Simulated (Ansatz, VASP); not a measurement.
# PbS: VASP beside Ansatz

Contents of INCAR:

```
  ALGO = Normal
  EDIFF = 1E-6
  ENCUT = 520
  ISIF = 2
  ISMEAR = -1
  LASPH = T
  LCHARG = F
  LREAL = F
  LWAVE = F
  NBANDS = 17
  NELM = 60
  PREC = Accurate
  SIGMA = 0.0174
```

Contents of KPOINTS:

```
k-points
0
Gamma
  8 8 8
```

POSCAR

```
PbS
1.0
    0.0000000000      2.9864585700      2.9864585700
    2.9864585700      0.0000000000      2.9864585700
    2.9864585700      2.9864585700      0.0000000000
Pb S
1 1
Direct
    0.0000000000      0.0000000000      0.0000000000
    0.5000000000      0.5000000000      0.5000000000
```

Input for Ansatz:

```yaml
crystal:
  lattice:
    - [0.0, 2.98645857, 2.98645857]
    - [2.98645857, 0.0, 2.98645857]
    - [2.98645857, 2.98645857, 0.0]
  atoms:
    - { symbol: Pb, position: [0.0, 0.0, 0.0] }
    - { symbol: S, position: [0.5, 0.5, 0.5] }
  symmetry: { tolerance: 0.0003 }
kpoints:
  mp_grid: { grid: [8, 8, 8], shift: [0, 0, 0] }
  band_path:
    path:
      - [0.0, 0.0, 0.0]
      - [0.5, 0.0, 0.5]
      - [0.625, 0.25, 0.625]
      - [0.375, 0.375, 0.75]
      - [0.0, 0.0, 0.0]
      - [0.5, 0.5, 0.5]
      - [0.5, 0.25, 0.75]
      - [0.5, 0.0, 0.5]
    npoints: 20
magnetization:
  spin_polarized: false
scf:
  occupations: { method: fermi_dirac, width: 0.0174 }
  lower_state_search: "off"
  max_iter: 200
hamiltonian:
  pseudopotentials: { kind: paw }
  xc: lda
basis:
  ecutwfc: 420
  fft_grid_basis: typed
output:
  forces: true
  stress: true
  eigenvalues: true
  bader: true
  populations: true
  elf: true
  write_potential: true
  volumetric_format: npy
  dos:
    e_range: [-12, 8]
    de: 0.05
    projected: { site_lists: { Pb: [Pb], S: [S] } }
checkpoint:
  read: saved_state
```

Alike in both runs: task single point; functional LDA; k mesh 8 × 8 × 8; occupations fermi-dirac, width 0.0174 eV; no spin polarisation.

|  | VASP | Ansatz |
| --- | --- | --- |
| version | VASP 6.6.1 | Ansatz 0.2.0 |
| potentials or method | VASP PAW LDA potentials, release 64 (Pb_d, S), cutoff 520 eV | PAW plane waves |
| valence electrons in the cell | 20 | 20 |

|  | VASP | Ansatz | Ansatz less VASP |
| --- | --- | --- | --- |
| pressure (GPa) | -3.6 | -3.7 | -0.03 |

LDA's correlation is that of Perdew and Zunger in VASP and of Perdew and Wang (1992) in Ansatz.

Spin-orbit coupling is off throughout.
